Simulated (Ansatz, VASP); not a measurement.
**Two plane-wave programs on Nb2Sb3F**

```xyz
6
Lattice="0.0000 5.3784 3.2296 4.2080 0.0000 3.2296 4.2080 5.3784 0.0000" Properties=species:S:1:pos:R:3 pbc="T T T"
Nb    4.2080    3.8754    4.1919
Nb    4.2080    6.8814    4.1919
Sb    4.2080    5.3784    1.9395
Sb    6.3120    8.0676    5.9447
Sb    2.1040    2.6892    2.7150
F     4.2080    5.3784    5.6129
```

Alike in both runs: functional PBE; k mesh 8 × 8 × 8; occupations gaussian, width 0.1 eV; no spin polarisation.

Ansatz relaxed the structure, and its values are those at the end. VASP's run is a single point on that final structure, the one shown.

|  | VASP | Ansatz |
| --- | --- | --- |
| version | VASP 6.6.1 | Ansatz 0.2.0 |
| potentials or method | VASP PAW PBE potentials, release 64 (Nb_sv, Sb, F), cutoff 520 eV | scalar-relativistic, plane waves, PAW |
| valence electrons in the cell | 48 | 78 |

VASP gave:

| Property | Result |
| --- | --- |
| gap on the k mesh at the Fermi level (eV) | none |
| pressure (GPa) | -0.1 |
| rms of the force components (eV/Å) | 0.017 |

Problem. Estimate Ansatz's values.

Solution. gap on the k mesh at the Fermi level (eV): none; pressure (GPa): 0.0; rms of the force components (eV/Å): 0.001.

A gap of «none» marks a metal or a gap that the smearing closes. VASP's potentials hold 48 valence electrons a cell and Ansatz's 78, so a difference there can come from the potentials and not from the codes.

Neither program's run includes spin-orbit coupling.
